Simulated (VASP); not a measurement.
# Te (P3_221) in VASP: single point with PBEsol

Aim: the single point of Te with PBEsol.

All numbers are computed with VASP 6.6.1; they aren't measurements. Logs are shortened: lines on timing, memory, paths and dates and some standing lists are left out, and cuts for length are marked.

**1. The cell of the first run**

Symmetry: P3_221, No. 154, trigonal system. Conventional cell: a = 4.963 Å, b = 4.963 Å, c = 5.640 Å, α = 90.00°, β = 90.00°, γ = 120.00°. Within 3.5 Å of Te (site symmetry 2) lie 2 Te at 2.65 Å.

**2. Single point, PBEsol (Se replaced by Te, lengths x 1.090, strained)**

Input file INCAR:

```
SYSTEM = Te
PREC = Accurate ; ENCUT = 520
EDIFF = 1E-6 ; ISMEAR = 0
SIGMA = 0.02 ; LREAL = .FALSE.
LASPH = .TRUE. ; NELM = 60
ALGO = Normal ; ISIF = 2
LWAVE = .FALSE. ; LCHARG = .FALSE.
GGA = PS ; NBANDS = 16
```

Input file KPOINTS:

```
Automatic mesh
0
G
  6 6 6
  0 0 0
```

Input file POSCAR:

```
Te
1.0
    4.9629397033      0.0000000000      0.0000000000
   -2.4814698517      4.2980318606      0.0000000000
    0.0000000000      0.0000000000      5.6401526767
Te
3
Direct
    0.2170000000      0.0000000000      0.1666666667
    0.0000000000      0.2170000000      0.8333333333
    0.7830000000      0.7830000000      0.5000000000
```

Potentials or basis: VASP PAW PBE potentials, release 64 (Te).

Run with:

```console
$ cat potpaw_PBE.64/Te/POTCAR > POTCAR
$ mpirun -np 1 vasp_std > vasp.out
```

OUTCAR:

```text
SYSTEM = Te
   PREC = Accurate
   ENCUT = 520
   EDIFF = 1E-6
   ISMEAR = 0
   LREAL = .FALSE.
   LASPH = .TRUE.
   NELM = 60
   ISIF = 2
   GGA = PS

 ion  position               nearest neighbor table
   1  0.217  0.000  0.167-   3 2.65   2 2.65
   2  0.000  0.217  0.833-   3 2.65   1 2.65
   3  0.783  0.783  0.500-   1 2.65   2 2.65

  LATTYP: Found a hexagonal cell.
 ALAT       =     4.9629397033
 C/A-ratio  =     1.1364539998

  Lattice vectors:

 A1 = (   4.9629397033,   0.0000000000,   0.0000000000)
 A2 = (  -2.4814698517,   4.2980318606,   0.0000000000)
 A3 = (   0.0000000000,   0.0000000000,   5.6401526767)

Analysis of symmetry for initial positions (statically):
=====================================================================
 Subroutine PRICEL returns:
 Original cell was already a primitive cell.

 Routine SETGRP: Setting up the symmetry group for a
 hexagonal supercell.

 Subroutine GETGRP returns: Found  6 space group operations
 (whereof  2 operations were pure point group operations)
 out of a pool of 24 trial point group operations.

The static configuration has the point symmetry C_2 .
 The point group associated with its full space group is D_3 .

Analysis of symmetry for dynamics (positions and initial velocities):
=====================================================================
 Subroutine PRICEL returns:
 Original cell was already a primitive cell.

 Routine SETGRP: Setting up the symmetry group for a
 hexagonal supercell.

 Subroutine GETGRP returns: Found  6 space group operations
 (whereof  2 operations were pure point group operations)
 out of a pool of 24 trial point group operations.

The dynamic configuration has the point symmetry C_2 .
 The point group associated with its full space group is D_3 .

 Subroutine INISYM returns: Found  6 space group operations
 (whereof  2 operations are pure point group operations),
 and found     1 'primitive' translations

----------------------------------------------------------------------------------------

                                     Primitive cell

  volume of cell :     120.3094

  direct lattice vectors                    reciprocal lattice vectors
     4.962939703  0.000000000  0.000000000     0.201493482  0.116332316  0.000000000
    -2.481469852  4.298031861  0.000000000     0.000000000  0.232664632  0.000000000
     0.000000000  0.000000000  5.640152677     0.000000000  0.000000000  0.177300165

  length of vectors
     4.962939703  4.962939703  5.640152677     0.232664632  0.232664632  0.177300165

  position of ions in fractional coordinates (direct lattice)
     0.217000000  0.000000000  0.166666667
     0.000000000  0.217000000  0.833333333
     0.783000000  0.783000000  0.500000000

  ion indices of the primitive-cell ions
   primitive index   ion index
                 1           1
                 2           2
                 3           3

----------------------------------------------------------------------------------------

 KPOINTS: Automatic mesh

Automatic generation of k-mesh.
 Grid dimensions read from file:
 generate k-points for:    6    6    6

 Generating k-lattice:

  Cartesian coordinates                     Fractional coordinates (reciprocal lattice)
     0.033582247  0.019388719  0.000000000     0.166666667  0.000000000  0.000000000
     0.000000000  0.038777439  0.000000000     0.000000000  0.166666667  0.000000000
     0.000000000  0.000000000  0.029550027     0.000000000  0.000000000  0.166666667

  Length of vectors
     0.038777439  0.038777439  0.029550027

  Shift w.r.t. Gamma in fractional coordinates (k-lattice)
     0.000000000  0.000000000  0.000000000

 Subroutine IBZKPT returns following result:
 ===========================================

 Found     34 irreducible k-points:

 Following reciprocal coordinates:
            Coordinates               Weight
  0.000000  0.000000  0.000000      1.000000
  0.166667 -0.000000  0.000000      6.000000
  0.333333  0.000000  0.000000      6.000000
  0.500000  0.000000  0.000000      3.000000
  0.166667  0.166667  0.000000      6.000000
  0.333333  0.166667  0.000000     12.000000
[... 16 lines left out ...]
  0.500000  0.000000  0.333333      6.000000
  0.166667  0.166667  0.333333     12.000000
 [... further k-points ...]
   k-points           NKPTS =     34   k-points in BZ     NKDIM =     34   number of bands    NBANDS=     16
   number of dos      NEDOS =    301   number of ions     NIONS =      3
   total plane-waves  NPLWV =  67200
   dimension x,y,z NGX =    40 NGY =   40 NGZ =   42
   dimension x,y,z NGXF=    80 NGYF=   80 NGZF=   84
   ions per type =               3
   NGX,Y,Z   is equivalent  to a cutoff of  13.40, 13.40, 12.38 a.u.
   NGXF,Y,Z  is equivalent  to a cutoff of  26.80, 26.80, 24.76 a.u.
 SYSTEM =  Te
   PREC   = accura    normal or accurate (medium, high low for compatibility)
   ISTART =      0    job   : 0-new  1-cont  2-samecut
   ICHARG =      2    charge: 1-file 2-atom 10-const
   ISPIN  =      1    spin polarized calculation?
   LNONCOLLINEAR =      F non collinear calculations
   LSORBIT =      F    spin-orbit coupling
   LASPH  =      T    aspherical Exc in radial PAW
   ENCUT  =  520.0 eV  38.22 Ry    6.18 a.u.   9.23  9.23 10.49*2*pi/ulx,y,z
   NELM   =     60;   NELMIN=  2; NELMDL= -5     # of ELM steps
   EDIFF  = 0.1E-05   stopping-criterion for ELM
   LREAL  =      F    real-space projection
   EDIFFG = 0.1E-04   stopping-criterion for IOM
   NSW    =      0    number of steps for IOM
   IBRION =     -1    ionic relax: 0-MD 1-quasi-New 2-CG
   NFREE  =      0    steps in history (QN), initial steepest desc. (CG)
   ISIF   =      2    stress and relaxation
   ISYM   =      2    0-nonsym 1-usesym 2-fastsym
   POTIM  = 0.5000    time-step for ionic-motion
   TEBEG  =    0.0;   TEEND  =   0.0 temperature during run
   PSTRESS=    0.0 pullay stress
   NELECT =      18.0000    total number of electrons
   NUPDOWN=      -1.0000    fix difference up-down
   EMIN   =  10.00;   EMAX   =-10.00  energy-range for DOS
   EFERMI =   0.00;   METHOD = LEGACY
   ISMEAR =     0;   SIGMA  =   0.02  broadening in eV -4-tet -1-fermi 0-gaus
   EFERMI_NEDOS =   21; number of points for ismear=-14 and -15
   IALGO  =     38    algorithm
   IMIX   =      4    mixing-type and parameters
     AMIX     =   0.40;   BMIX     =  1.00
     AMIX_MAG =   1.60;   BMIX_MAG =  1.00
  volume/ion in A,a.u.               =      40.10       270.63
  Fermi-wavevector in a.u.,A,eV,Ry     =   0.869092  1.642346 10.276769  0.755321
  Thomas-Fermi vector in A             =   1.987865
   LORBIT       =      0    0 simple, 1 ext, 2 COOP (PROOUT), +10 PAW based schemes
   GGA     = PS    functional components
   LHFCALC =     F    Hartree Fock is set to
   AEXX    =    0.0000 exact exchange contribution
   IVDW    =     0    specifies the selected vdW correction
   LEPSILON=     F    determine dielectric tensor
   LRPA    =     F    only Hartree local field effects (RPA)
 non-spin polarized calculation
 Gauss-broadening in eV      SIGMA  =   0.02
  energy-cutoff  :      520.00
  volume of cell :      120.31
 maximum number of plane-waves:      3261
 NGX is ok and might be reduce to    40
   NGX = 19   NGY = 19   NGZ = 21

 number of electron      18.0000001 magnetization

 Free energy of the ion-electron system (eV)
  ---------------------------------------------------
  ext. energy  EPLUGINS =         0.00000000
  ---------------------------------------------------
  free energy    TOTEN  =        -9.96222885 eV

  energy without entropy =       -9.96222885  energy(sigma->0) =       -9.96222885

 E-fermi :   4.1290     XC(G=0):  -8.3274

 val. band max:        3.9862743935   @ k =   0.5000   0.0000   0.5000
 cond. band min:       4.7289590611   @ k =   0.3333   0.3333   0.5000
 fundamental gap:      0.7426846675
 Fermi energy:         4.1290353619

 k-point     1 :       0.0000    0.0000    0.0000
  band No.  band energies     occupation
      1      -9.7068      2.00000
      2      -6.1096      2.00000
      3      -6.1096      2.00000
      4       0.5579      2.00000
      5       0.5579      2.00000
      6       0.7485      2.00000
[... 8 lines left out ...]
     15       8.9647      0.00000
     16      10.5221      0.00000

 k-point     2 :       0.1667   -0.0000    0.0000
  band No.  band energies     occupation
      1      -9.6357      2.00000
      2      -6.1766      2.00000
      3      -6.0977      2.00000
      4      -0.0004      2.00000
      5       0.3109      2.00000
      6       0.9084      2.00000
[... 8 lines left out ...]
     15       9.7054      0.00000
     16      10.4989      0.00000

 k-point     3 :       0.3333    0.0000    0.0000
  band No.  band energies     occupation
      1      -9.4787      2.00000
      2      -6.3398      2.00000
      3      -6.0734      2.00000
      4      -0.4632      2.00000
      5      -0.0120      2.00000
      6       0.9109      2.00000
[... 8 lines left out ...]
     15      10.5881      0.00000
     16      11.3815      0.00000

 k-point     4 :       0.5000    0.0000    0.0000
  band No.  band energies     occupation
      1      -9.3911      2.00000
      2      -6.4378      2.00000
      3      -6.0608      2.00000
      4      -0.5855      2.00000
      5      -0.1430      2.00000
      6       1.0250      2.00000
[... 8 lines left out ...]
     15      11.4877      0.00000
     16      11.5386      0.00000

 k-point     5 :       0.1667    0.1667    0.0000
  band No.  band energies     occupation
      1      -9.5203      2.00000
      2      -6.2704      2.00000
      3      -6.1052      2.00000
      4      -0.3184      2.00000
      5      -0.0626      2.00000
      6       1.0339      2.00000
[... 8 lines left out ...]
     15      10.3080      0.00000
     16      10.7895      0.00000

 k-point     6 :       0.3333    0.1667    0.0000
  band No.  band energies     occupation
      1      -9.3926      2.00000
      2      -6.3733      2.00000
      3      -6.1299      2.00000
      4      -0.5113      2.00000
      5      -0.2560      2.00000
      6       1.1495      2.00000
[... 8 lines left out ...]
     15      11.1057      0.00000
     16      11.4221      0.00000

 k-point     7 :       0.3333    0.3333    0.0000
  band No.  band energies     occupation
      1      -9.3480      2.00000
      2      -6.2781      2.00000
      3      -6.2781      2.00000
      4      -0.4313      2.00000
      5      -0.4313      2.00000
      6       1.4912      2.00000
[... 8 lines left out ...]
     15      10.1830      0.00000
     16      11.6707      0.00000

 k-point     8 :       0.0000    0.0000    0.1667
  band No.  band energies     occupation
      1      -9.5939      2.00000
      2      -7.0895      2.00000
      3      -5.1351      2.00000
      4       0.1809      2.00000
      5       0.7680      2.00000
      6       0.7994      2.00000
[... 8 lines left out ...]
     15       9.3664      0.00000
     16       9.8037      0.00000

 k-point     9 :       0.1667   -0.0000    0.1667
  band No.  band energies     occupation
      1      -9.5238      2.00000
      2      -7.0760      2.00000
      3      -5.2221      2.00000
      4      -0.0287      2.00000
      5       0.1136      2.00000
      6       1.0219      2.00000
[... 8 lines left out ...]
     15       9.6868      0.00000
     16      10.3848      0.00000
[... 172 lines left out ...]
 k-point    19 :       0.1667   -0.0000    0.3333
  band No.  band energies     occupation
      1      -9.1924      2.00000
      2      -7.9358      2.00000
      3      -4.4987      2.00000
      4      -0.4513      2.00000
      5       0.3468      2.00000
      6       0.9794      2.00000
[... 8 lines left out ...]
     15       9.7459      0.00000
     16      10.4370      0.00000

 k-point    20 :       0.0000    0.1667    0.3333
  band No.  band energies     occupation
      1      -9.1932      2.00000
      2      -7.9332      2.00000
      3      -4.5097      2.00000
      4      -0.4285      2.00000
      5       0.4353      2.00000
      6       0.9999      2.00000
[... 8 lines left out ...]
     15       9.9210      0.00000
     16      10.2833      0.00000

 k-point    21 :       0.3333    0.0000    0.3333
  band No.  band energies     occupation
      1      -9.0475      2.00000
      2      -7.8514      2.00000
      3      -4.8296      2.00000
      4      -0.8292      2.00000
      5      -0.1276      2.00000
      6       0.7456      2.00000
[... 8 lines left out ...]
     15      10.2168      0.00000
     16      10.7953      0.00000

 k-point    22 :       0.0000    0.3333    0.3333
  band No.  band energies     occupation
      1      -9.0505      2.00000
      2      -7.8415      2.00000
      3      -4.8616      2.00000
      4      -0.7387      2.00000
      5      -0.0360      2.00000
      6       0.7647      2.00000
[... 8 lines left out ...]
     15      10.0056      0.00000
     16      10.7107      0.00000

 k-point    23 :       0.5000    0.0000    0.3333
  band No.  band energies     occupation
      1      -8.9698      2.00000
      2      -7.8010      2.00000
      3      -5.0181      2.00000
      4      -0.9651      2.00000
      5      -0.2481      2.00000
      6       0.6234      2.00000
[... 8 lines left out ...]
     15      11.1023      0.00000
     16      11.2831      0.00000

 k-point    24 :       0.1667    0.1667    0.3333
  band No.  band energies     occupation
      1      -9.0868      2.00000
      2      -7.8689      2.00000
      3      -4.7572      2.00000
      4      -0.6773      2.00000
      5      -0.0328      2.00000
      6       0.8033      2.00000
[... 8 lines left out ...]
     15      10.0723      0.00000
     16      10.2809      0.00000

 [... further k-points ...]
[... 5 lines left out ...]
  --------------------------------------------------------------------------------------
  -------------------------------------------------------------------------------------
  Total        1.7771482      1.7771482      4.1947793     -0.0000000      0.0000000      0.0000000
  in kB       23.6665388     23.6665388     55.8624802     -0.0000000      0.0000000      0.0000000
  external PRESSURE =      34.3985193 kB  Pullay stress =       0.0000000 kB

 VOLUME and BASIS-vectors are now :
 -----------------------------------------------------------------------------
  energy-cutoff  :      520.00
  volume of cell :      120.31
      direct lattice vectors                 reciprocal lattice vectors
     4.962939703  0.000000000  0.000000000     0.201493482  0.116332316  0.000000000
    -2.481469852  4.298031861  0.000000000     0.000000000  0.232664632  0.000000000
     0.000000000  0.000000000  5.640152677     0.000000000  0.000000000  0.177300165

 POSITION                                       TOTAL-FORCE (eV/Angst)
 -----------------------------------------------------------------------------------
      1.07696      0.00000      0.94003         1.743246     -0.000000      0.000000
     -0.53848      0.93267      4.70013        -0.871623      1.509695      0.000000
      1.94299      3.36536      2.82008        -0.871623     -1.509695     -0.000000
 -----------------------------------------------------------------------------------
    total drift:                               -0.000000     -0.000000      0.000000

  FREE ENERGIE OF THE ION-ELECTRON SYSTEM (eV)
  ---------------------------------------------------
  free  energy   TOTEN  =        -9.9622288497 eV

  energy  without entropy=       -9.9622288497  energy(sigma->0) =       -9.96222885
```

Run time: 44 s. Hardware: 1 thread of Intel Xeon Platinum 8375C at 2.90GHz (Ice Lake), shared host; peak memory 0.25 GiB.

What came out:

```yaml
Free_energy: -9.9622 eV
Pressure: 3.4 GPa
Largest_force: 1.743 eV/Å
Band_gap_on_the_k_mesh: 0.74 eV, indirect (least direct gap 0.95 eV)
```

Forces in eV/Å, atoms in the order of the input:
```
Te   1.743  0.000  0.000
Te  -0.872  1.510  0.000
Te  -0.872 -1.510  0.000
```

Levels at points of the mesh, in eV from the valence-band top:
```
           k point  band 6  band 7  band 8  band 9  band 10  band 11  band 12  band 13
(0.00, 0.00, 0.00)   -3.24   -1.92   -1.92   -0.43     1.67     1.67     2.00     4.71
(0.50, 0.00, 0.00)   -2.96   -2.53   -1.71   -0.97     1.70     2.17     3.75     4.19
(0.00, 0.00, 0.50)   -3.01   -1.38   -1.38   -1.13     1.01     1.15     1.15     4.67
(0.50, 0.00, 0.50)   -3.72   -1.61   -1.27    0.00     1.23     2.33     2.65     4.95
```

Caveat: the cell differs from its parent crystal (Se replaced by Te, lengths x 1.090, strained); the PAW data sets were made with another functional, which shifts forces and pressure a little; spin-orbit coupling is left out, which moves the levels of the heavy elements.
